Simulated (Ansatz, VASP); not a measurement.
IrAu3 in VASP and in Ansatz

```
CELL_PARAMETERS angstrom
0.00000 3.17439 3.17439
3.17439 0.00000 3.17439
3.17439 3.17439 0.00000
ATOMIC_POSITIONS crystal
Ir 0.00000 0.00000 0.00000
Au 0.75000 0.75000 0.75000
Au 0.50000 0.50000 0.50000
Au 0.25000 0.25000 0.25000
```

Alike in both runs: task relaxation of cell and atoms; functional PBE; k mesh 6 × 6 × 6; occupations gaussian, width 0.1 eV; no spin polarisation.

|  | VASP | Ansatz |
| --- | --- | --- |
| version | VASP 6.6.1 | Ansatz 0.2.0 |
| potentials or method | VASP PAW PBE potentials, release 64 (Ir, Au), cutoff 600 eV | scalar-relativistic, plane waves, PAW |
| valence electrons in the cell | 42 | 74 |

VASP gave:

- gap on the k mesh at the Fermi level, each at its own relaxed structure (eV): none
- relaxed volume (Å³/atom): 17.08
- relaxed cell length with the largest relative difference (Å): 4.589

Which values does Ansatz return?

gap on the k mesh at the Fermi level, each at its own relaxed structure (eV): none; relaxed volume (Å³/atom): 17.09; relaxed cell length with the largest relative difference (Å): 4.590.

A gap of «none» marks a metal or a gap that the smearing closes. VASP's potentials hold 42 valence electrons a cell and Ansatz's 74, so a difference there can come from the potentials and not from the codes.

Spin-orbit coupling is off throughout.
